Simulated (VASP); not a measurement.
Wanted: the native input for a VASP 6.6.1 run.

- Task: single point
- Functional: LDA
- Potentials or basis: VASP PAW LDA potentials, release 64 (Al, Ga_d, N)
- Cutoff: 520 eV
- k mesh: 8 × 8 × 6
- Occupations: gaussian, width 0.02 eV
- Spin: no spin polarisation
- Dipole correction: no
- Further INCAR settings: ALGO = Normal; EDIFF = 1e-06; NBANDS = 21

The structure of AlGaN2 lies in POSCAR:

```
AlGaN2
1.0
    2.9906750084      0.0000000000      0.0000000000
    0.0000000000      2.9906750084      0.0000000000
    0.0000000000      0.0000000000      4.5676327194
Al Ga N
1 1 2
Direct
    0.5000000000      0.5000000000      0.5000000000
    0.0000000000      0.0000000000      0.0000000000
    0.5000000000      0.0000000000      0.7410137722
    0.0000000000      0.5000000000      0.2589862278
```

The input as run:

INCAR

```
  PREC = Accurate
  ENCUT = 520
  EDIFF = 1E-6
  ISMEAR = 0
  SIGMA = 0.02
  LREAL = False
  LASPH = True
  NELM = 60
  ALGO = Normal
  ISIF = 2
  LWAVE = False
  LCHARG = False
  GGA = CA
  NBANDS = 21
```

KPOINTS

```
Automatic mesh
0
Gamma
  8 8 6
```

Potentials or basis: VASP PAW LDA potentials, release 64 (Al, Ga_d, N).

Run with:

```console
$ cat potpaw_LDA.64/Al/POTCAR potpaw_LDA.64/Ga_d/POTCAR potpaw_LDA.64/N/POTCAR > POTCAR
$ mpirun -np 1 vasp_std > vasp.out
```

It gave:

```yaml
Pressure: 9.8 GPa
Largest_force: 0.033 eV/Å
Band_gap_on_the_k_mesh: 2.97 eV, indirect (least direct gap 3.21 eV)
```

It took 21 s on 1 thread of Intel(R) Xeon(R) Platinum 8488C (Sapphire Rapids), with other jobs on the host, peak memory 0.17 GiB.
